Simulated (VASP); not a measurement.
The system is BiH4.

```
Bi H
1.0
     3.46644    0.00000    0.00000
     0.00000    3.46644    0.00000
     0.00000    0.00000    5.08024
Bi H
1 4
Direct
  0.00000 0.00000 0.00000
  0.00000 0.00000 0.50000
  0.50000 0.50000 0.00000
  0.00000 0.50000 0.50000
  0.50000 0.00000 0.50000
```

The cell was built from a structure type or drawn by symmetry, and may not be a known phase.

```yaml
Program: VASP 6.6.1
Task: relaxation of cell and atoms
Functional: PBE
Potentials_or_basis: VASP PAW PBE potentials, release 64 (Bi_d, H)
Cutoff: 600 eV
k_mesh: 6 × 6 × 4
Occupations: gaussian, width 0.1 eV
Spin: no spin polarisation
```

At the start: pressure -8.6 GPa; volume 12.21 Å³/atom.

Problem. Where does the relaxation end?

Solution. Over 8 steps the energy falls by 99.4 meV/atom and the volume is 9.59 Å³/atom (-21.4 %); space group P4/mmm (No. 123, to 0.1 Å) before and after.

The path:
```
step  energy change (eV)  largest force (eV/Å)  pressure (GPa)  volume (Å³)
   1              0.0000                0.0000           -8.62        61.05
   2             -0.2615                0.0000           -5.99        55.42
   3             -0.4046                0.0000           -0.93        49.58
   4             -0.4079                0.0000            0.50        48.48
   5             -0.4601                0.0000            0.92        47.70
   6             -0.4840                0.0000            1.67        47.00
   7             -0.4860                0.0000            2.11        46.69
   8             -0.4968                0.0000            0.30        47.97
```

Final structure:
```yaml
crystal:
  lattice:
    - [3.30005, 0.00000, 0.00000]
    - [0.00000, 3.30005, 0.00000]
    - [0.00000, 0.00000, 4.40445]
  atoms:
    - { symbol: Bi, position: [0.00000, 0.00000, 0.00000] }
    - { symbol: H, position: [0.00000, 0.00000, 0.50000] }
    - { symbol: H, position: [0.50000, 0.50000, 0.00000] }
    - { symbol: H, position: [0.00000, 0.50000, 0.50000] }
    - { symbol: H, position: [0.50000, 0.00000, 0.50000] }
```

Caveat: the volume moved by over 15 % at a fixed basis, so the end points are rough.
